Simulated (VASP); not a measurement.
# H2C7 in VASP: further runs

H2C7 is run at these levels: PBE; tasks: single point.

Everything below comes from runs of VASP 6.6.1. Logs are shortened: lines on timing, memory, paths and dates and some standing lists are left out, and cuts for length are marked.

## (1) The cell of the first run

The cell holds a slab with vacuum, 36 atoms: a = 5.051 Å, b = 5.051 Å, c = 18.860 Å, α = 90.00°, β = 90.00°, γ = 90.00°.

## (2) Single point, PBE

File INCAR:

```
ALGO = Normal
DIPOL = 0.5 0.5 0.348
EDIFF = 1E-6
ENCUT = 520
GGA = PE
IDIPOL = 3
ISIF = 2
ISMEAR = 0
LASPH = True
LCHARG = True
LDIPOL = True
LELF = True
LREAL = Auto
LVACPOTAV = True
LVHAR = True
LWAVE = False
NBANDS = 84
NELM = 80
PREC = Accurate
SIGMA = 0.05
```

File KPOINTS:

```
k-points
0
Gamma
  5 5 1
```

File POSCAR:

```
H2C7
1.0
    5.0508284795      0.0000000000      0.0000000000
    0.0000000000      5.0508284795      0.0000000000
    0.0000000000      0.0000000000     18.8596184069
C H
28 8
Direct
    0.5000000000      0.5000000000      0.2466861049
    0.5000000000      0.0000000000      0.2466861049
    0.0000000000      0.5000000000      0.2466861049
    0.0000000000      0.0000000000      0.2466861049
    0.7500000000      0.5000000000      0.2940289910
    0.7500000000      0.0000000000      0.2940289910
    0.2500000000      0.5000000000      0.2940289910
    0.2500000000      0.0000000000      0.2940289910
    0.7500000000      0.7500000000      0.3413718772
    0.7500000000      0.2500000000      0.3413718772
    0.2500000000      0.7500000000      0.3413718772
    0.2500000000      0.2500000000      0.3413718772
   -0.0006549342      0.7500000000      0.3924508183
    0.0003135373      0.2500000000      0.3928338701
    0.4998793937      0.7500000000      0.3848351971
    0.5003974562      0.2500000000      0.3855113755
   -0.0002195550     -0.0020955332      0.4429982683
   -0.0002195550      0.5020955332      0.4429982683
    0.4999097304     -0.0043265111      0.4296082008
    0.4999097304      0.5043265111      0.4296082008
    0.2676828289     -0.0043511422      0.4857666975
    0.2676828289      0.5043511422      0.4857666975
    0.7317847737     -0.0012411381      0.4858400915
    0.7317847737      0.5012411381      0.4858400915
    0.3649727624      0.2500000000      0.5141925563
    0.3612672723      0.7500000000      0.5293042088
    0.6365189204      0.2500000000      0.5209872045
    0.6354747033      0.7500000000      0.5223122657
    0.5000000000      0.6422973790      0.2067119476
    0.5000000000      0.3577026210      0.2067119476
    0.5000000000      0.1422973790      0.2067119476
    0.5000000000     -0.1422973790      0.2067119476
    0.0000000000      0.3577812996      0.2066501452
    0.0000000000      0.6422187004      0.2066501452
    0.0000000000     -0.1422187004      0.2066501452
    0.0000000000      0.1422187004      0.2066501452
```

Potentials or basis: VASP PAW PBE potentials, release 64 (C, H).

Launch:

```bash
$ cat potpaw_PBE.64/C/POTCAR potpaw_PBE.64/H/POTCAR > POTCAR
$ mpirun -np 1 vasp_std > vasp.out
```

OUTCAR:

```text
EDIFF = 1E-6
   ENCUT = 520
   GGA = PE
   ISIF = 2
   ISMEAR = 0
   LASPH = True
   LREAL = Auto
   NELM = 80
   PREC = Accurate

 ion  position               nearest neighbor table
   1  0.500  0.500  0.247-  29 1.04  30 1.04   5 1.55   7 1.55
   2  0.500  0.000  0.247-  31 1.04  32 1.04   6 1.55   8 1.55
   3  0.000  0.500  0.247-  33 1.04  34 1.04   5 1.55   7 1.55
   4  0.000  0.000  0.247-  35 1.04  36 1.04   6 1.55   8 1.55
   5  0.750  0.500  0.294-   1 1.55   3 1.55   9 1.55  10 1.55
   6  0.750  0.000  0.294-   2 1.55   4 1.55   9 1.55  10 1.55
[... 16 lines left out ...]
  23  0.732  0.999  0.486-  27 1.51  28 1.51  17 1.58  19 1.58
  24  0.732  0.501  0.486-  27 1.51  28 1.51  18 1.58  20 1.58
  25  0.365  0.250  0.514-  27 1.38  22 1.48  21 1.48
  26  0.361  0.750  0.529-  28 1.39  22 1.56  21 1.56
  27  0.637  0.250  0.521-  25 1.38  24 1.51  23 1.51
  28  0.635  0.750  0.522-  26 1.39  24 1.51  23 1.51
  29  0.500  0.642  0.207-   1 1.04
  30  0.500  0.358  0.207-   1 1.04
  31  0.500  0.142  0.207-   2 1.04
  32  0.500  0.858  0.207-   2 1.04
  33  0.000  0.358  0.207-   3 1.04
  34  0.000  0.642  0.207-   3 1.04
  35  0.000  0.858  0.207-   4 1.04
  36  0.000  0.142  0.207-   4 1.04

  LATTYP: Found a simple tetragonal cell.
 ALAT       =     5.0508284795
 C/A-ratio  =     3.7339653254

  Lattice vectors:

 A1 = (   5.0508284795,   0.0000000000,   0.0000000000)
 A2 = (   0.0000000000,   5.0508284795,   0.0000000000)
 A3 = (   0.0000000000,   0.0000000000,  18.8596184069)

Analysis of symmetry for initial positions (statically):
=====================================================================
 Subroutine PRICEL returns:
 Original cell was already a primitive cell.

 Routine SETGRP: Setting up the symmetry group for a
 simple tetragonal supercell.

 Subroutine GETGRP returns: Found  2 space group operations
 (whereof  1 operations were pure point group operations)
 out of a pool of 16 trial point group operations.

The static configuration has the point symmetry C_1 .
 The point group associated with its full space group is C_1h.

Analysis of symmetry for dynamics (positions and initial velocities):
=====================================================================
 Subroutine PRICEL returns:
 Original cell was already a primitive cell.

 Routine SETGRP: Setting up the symmetry group for a
 simple tetragonal supercell.

 Subroutine GETGRP returns: Found  2 space group operations
 (whereof  1 operations were pure point group operations)
 out of a pool of 16 trial point group operations.

The dynamic configuration has the point symmetry C_1 .
 The point group associated with its full space group is C_1h.

 Subroutine INISYM returns: Found  2 space group operations
 (whereof  1 operations are pure point group operations),
 and found     1 'primitive' translations

----------------------------------------------------------------------------------------

                                     Primitive cell

  volume of cell :     481.1252

  direct lattice vectors                    reciprocal lattice vectors
     5.050828479  0.000000000  0.000000000     0.197987321  0.000000000  0.000000000
     0.000000000  5.050828479  0.000000000     0.000000000  0.197987321  0.000000000
     0.000000000  0.000000000 18.859618407     0.000000000  0.000000000  0.053023342

  length of vectors
     5.050828479  5.050828479 18.859618407     0.197987321  0.197987321  0.053023342

  position of ions in fractional coordinates (direct lattice)
     0.500000000  0.500000000  0.246686105
     0.500000000  0.000000000  0.246686105
     0.000000000  0.500000000  0.246686105
     0.000000000  0.000000000  0.246686105
     0.750000000  0.500000000  0.294028991
     0.750000000  0.000000000  0.294028991
[... 28 lines left out ...]
     0.000000000  0.857781300  0.206650145
     0.000000000  0.142218700  0.206650145

  ion indices of the primitive-cell ions
   primitive index   ion index
                 1           1
                 2           2
                 3           3
                 4           4
                 5           5
                 6           6
[... 28 lines left out ...]
                35          35
                36          36

----------------------------------------------------------------------------------------

 KPOINTS: k-points

Automatic generation of k-mesh.
 Grid dimensions read from file:
 generate k-points for:    5    5    1

 Generating k-lattice:

  Cartesian coordinates                     Fractional coordinates (reciprocal lattice)
     0.039597464  0.000000000  0.000000000     0.200000000  0.000000000  0.000000000
     0.000000000  0.039597464  0.000000000     0.000000000  0.200000000  0.000000000
     0.000000000  0.000000000  0.053023342     0.000000000  0.000000000  1.000000000

  Length of vectors
     0.039597464  0.039597464  0.053023342

  Shift w.r.t. Gamma in fractional coordinates (k-lattice)
     0.000000000  0.000000000  0.000000000

 Subroutine IBZKPT returns following result:
 ===========================================

 Found      9 irreducible k-points:

 Following reciprocal coordinates:
            Coordinates               Weight
  0.000000  0.000000  0.000000      1.000000
  0.200000  0.000000  0.000000      2.000000
  0.000000  0.200000  0.000000      2.000000
  0.400000  0.000000  0.000000      2.000000
  0.000000  0.400000  0.000000      2.000000
  0.200000  0.200000  0.000000      4.000000
  0.400000  0.200000  0.000000      4.000000
 -0.200000  0.400000  0.000000      4.000000
  0.400000  0.400000  0.000000      4.000000
   k-points           NKPTS =      9   k-points in BZ     NKDIM =      9   number of bands    NBANDS=     84
   number of dos      NEDOS =    301   number of ions     NIONS =     36
   total plane-waves  NPLWV = 224000
   dimension x,y,z NGX =    40 NGY =   40 NGZ =  140
   dimension x,y,z NGXF=    80 NGYF=   80 NGZF=  280
   ions per type =              28   8
   NGX,Y,Z   is equivalent  to a cutoff of  13.17, 13.17, 12.34 a.u.
   NGXF,Y,Z  is equivalent  to a cutoff of  26.33, 26.33, 24.68 a.u.
 SYSTEM =  unknown system
   PREC   = accura    normal or accurate (medium, high low for compatibility)
   ISTART =      0    job   : 0-new  1-cont  2-samecut
   ICHARG =      2    charge: 1-file 2-atom 10-const
   ISPIN  =      1    spin polarized calculation?
   LNONCOLLINEAR =      F non collinear calculations
   LSORBIT =      F    spin-orbit coupling
   LASPH  =      T    aspherical Exc in radial PAW
   ENCUT  =  520.0 eV  38.22 Ry    6.18 a.u.   9.39  9.39 35.07*2*pi/ulx,y,z
   NELM   =     80;   NELMIN=  2; NELMDL= -5     # of ELM steps
   EDIFF  = 0.1E-05   stopping-criterion for ELM
   LREAL  =      T    real-space projection
   EDIFFG = 0.1E-04   stopping-criterion for IOM
   NSW    =      0    number of steps for IOM
   IBRION =     -1    ionic relax: 0-MD 1-quasi-New 2-CG
   NFREE  =      0    steps in history (QN), initial steepest desc. (CG)
   ISIF   =      2    stress and relaxation
   ISYM   =      2    0-nonsym 1-usesym 2-fastsym
   POTIM  = 0.5000    time-step for ionic-motion
   TEBEG  =    0.0;   TEEND  =   0.0 temperature during run
   PSTRESS=    0.0 pullay stress
   NELECT =     120.0000    total number of electrons
   NUPDOWN=      -1.0000    fix difference up-down
   EMIN   =  10.00;   EMAX   =-10.00  energy-range for DOS
   EFERMI =   0.00;   METHOD = LEGACY
   ISMEAR =     0;   SIGMA  =   0.05  broadening in eV -4-tet -1-fermi 0-gaus
   EFERMI_NEDOS =   21; number of points for ismear=-14 and -15
   IALGO  =     38    algorithm
   IMIX   =      4    mixing-type and parameters
     AMIX     =   0.40;   BMIX     =  1.00
     AMIX_MAG =   1.60;   BMIX_MAG =  1.00
  volume/ion in A,a.u.               =      13.36        90.19
  Fermi-wavevector in a.u.,A,eV,Ry     =   1.030503  1.947368 14.448518  1.061936
  Thomas-Fermi vector in A             =   2.164604
   LORBIT       =      0    0 simple, 1 ext, 2 COOP (PROOUT), +10 PAW based schemes
   GGA     = PE    functional components
   LHFCALC =     F    Hartree Fock is set to
   AEXX    =    0.0000 exact exchange contribution
   IVDW    =     0    specifies the selected vdW correction
   LEPSILON=     F    determine dielectric tensor
   LRPA    =     F    only Hartree local field effects (RPA)
 non-spin polarized calculation
 Gauss-broadening in eV      SIGMA  =   0.05
  energy-cutoff  :      520.00
  volume of cell :      481.13
 maximum number of plane-waves:     12993
 NGX is ok and might be reduce to    40
   NGX = 19   NGY = 19   NGZ = 71

 dipolmoment           0.000000      0.000000     -0.000233 electrons x Angstroem

 number of electron     120.0000008 magnetization

 dipolmoment           0.000000      0.000000      0.528062 electrons x Angstroem

 Free energy of the ion-electron system (eV)
  ---------------------------------------------------
  ext. energy  EPLUGINS =         0.00000000
  ---------------------------------------------------
  free energy    TOTEN  =      -267.53941556 eV

  energy without entropy =     -267.53941556  energy(sigma->0) =     -267.53941556

 E-fermi :   1.2591     XC(G=0):  -5.7159

 val. band max:        0.9943786912   @ k =   0.0000   0.0000   0.0000
 cond. band min:       2.2315068650   @ k =   0.4000   0.0000   0.0000
 fundamental gap:      1.2371281738
 Fermi energy:         1.2590882084

 k-point     1 :       0.0000    0.0000    0.0000
  band No.  band energies     occupation
      1     -20.2348      2.00000
      2     -18.8050      2.00000
      3     -16.5142      2.00000
      4     -15.8733      2.00000
      5     -15.8266      2.00000
      6     -15.6069      2.00000
[... 64 lines left out ...]
     71       6.1806      0.00000
     72       6.2980      0.00000

 k-point     2 :       0.2000    0.0000    0.0000
  band No.  band energies     occupation
      1     -20.0860      2.00000
      2     -18.6876      2.00000
      3     -17.0550      2.00000
      4     -16.4427      2.00000
      5     -15.7315      2.00000
      6     -15.6771      2.00000
[... 517 lines left out ...]
 k-point     9 :       0.4000    0.4000    0.0000
  band No.  band energies     occupation
      1     -19.0065      2.00000
      2     -18.1121      2.00000
      3     -17.7619      2.00000
      4     -17.2885      2.00000
      5     -16.8853      2.00000
      6     -16.4175      2.00000
[... 64 lines left out ...]
     71       6.5708      0.00000
     72       6.7501      0.00000
 [bands above 72 left out]

------------------------ aborting loop because EDIFF is reached ----------------------------------------

  FORCE on cell =-STRESS in cart. coord.  units (eV):
  Direction    XX          YY          ZZ          XY          YZ          ZX
  --------------------------------------------------------------------------------------
  -------------------------------------------------------------------------------------
  Total       -4.7120598     69.9761249     -6.0842943      0.0000000      0.0000000     -0.0009088
  in kB      -15.6914557    233.0248992    -20.2610827      0.0000000      0.0000000     -0.0030264
  external PRESSURE =      65.6907869 kB  Pullay stress =       0.0000000 kB

 VOLUME and BASIS-vectors are now :
 -----------------------------------------------------------------------------
  energy-cutoff  :      520.00
  volume of cell :      481.13
      direct lattice vectors                 reciprocal lattice vectors
     5.050828479  0.000000000  0.000000000     0.197987321  0.000000000  0.000000000
     0.000000000  5.050828479  0.000000000     0.000000000  0.197987321  0.000000000
     0.000000000  0.000000000 18.859618407     0.000000000  0.000000000  0.053023342

 POSITION                                       TOTAL-FORCE (eV/Angst)
 -----------------------------------------------------------------------------------
      2.52541      2.52541      4.65241         0.000328     -0.007726      1.842239
      2.52541      0.00000      4.65241         0.000328      0.007726      1.842239
      0.00000      2.52541      4.65241        -0.001157     -0.011368      1.667795
      0.00000      0.00000      4.65241        -0.001157      0.011368      1.667795
      3.78812      2.52541      5.54527         0.626500      0.002001     -1.646516
      3.78812      0.00000      5.54527         0.626500     -0.002001     -1.646516
[... 28 lines left out ...]
      0.00000      4.33251      3.89734         0.000687     -0.026591     -0.010534
      0.00000      0.71832      3.89734        -0.000926      0.024976     -0.012967
 -----------------------------------------------------------------------------------
    total drift:                                0.019059      0.000000     -0.007944

  FREE ENERGIE OF THE ION-ELECTRON SYSTEM (eV)
  ---------------------------------------------------
  free  energy   TOTEN  =      -267.5394155593 eV

  energy  without entropy=     -267.5394155593  energy(sigma->0) =     -267.53941556

 vacuum level on the upper side and lower side of the slab         6.733         2.987
```

Run time: 22 min. Hardware: 1 thread of Intel Xeon 8259CL, shared host; peak memory 0.63 GiB.

Results:

```yaml
Free_energy: -267.5394 eV
Largest_force: 2.443 eV/Å
Band_gap_on_the_k_mesh: 1.24 eV
```

Forces in eV/Å, atoms in the order of the input:
```
C    0.000 -0.008  1.842
C    0.000  0.008  1.842
C   -0.001 -0.011  1.668
C   -0.001  0.011  1.668
C    0.626  0.002 -1.647
C    0.626 -0.002 -1.647
C   -0.626  0.004 -1.641
C   -0.626 -0.004 -1.641
C    0.725  0.000 -0.349
C    0.662  0.000 -0.030
C   -0.789  0.000 -0.315
C   -0.605  0.000 -0.019
C   -0.001  0.000 -0.011
C    0.007  0.000  0.002
C   -0.001  0.000  0.003
C   -0.001  0.000  0.006
C   -0.008 -0.002  0.008
C   -0.008  0.002  0.008
C    0.002  0.011 -0.017
C    0.002 -0.011 -0.017
C   -0.025 -0.011  0.002
C   -0.025  0.011  0.002
C    0.033  0.003 -0.003
C    0.033 -0.003 -0.003
C   -0.042  0.000  2.443
C   -0.054  0.000 -2.133
C    0.049  0.000  0.041
C    0.051  0.000  0.034
H    0.000  0.025 -0.011
H   -0.001 -0.025 -0.012
H   -0.001  0.025 -0.012
H    0.000 -0.025 -0.011
H   -0.001 -0.025 -0.013
H    0.001  0.027 -0.011
H    0.001 -0.027 -0.011
H   -0.001  0.025 -0.013
```

(Part 1 of 4 ends here.)
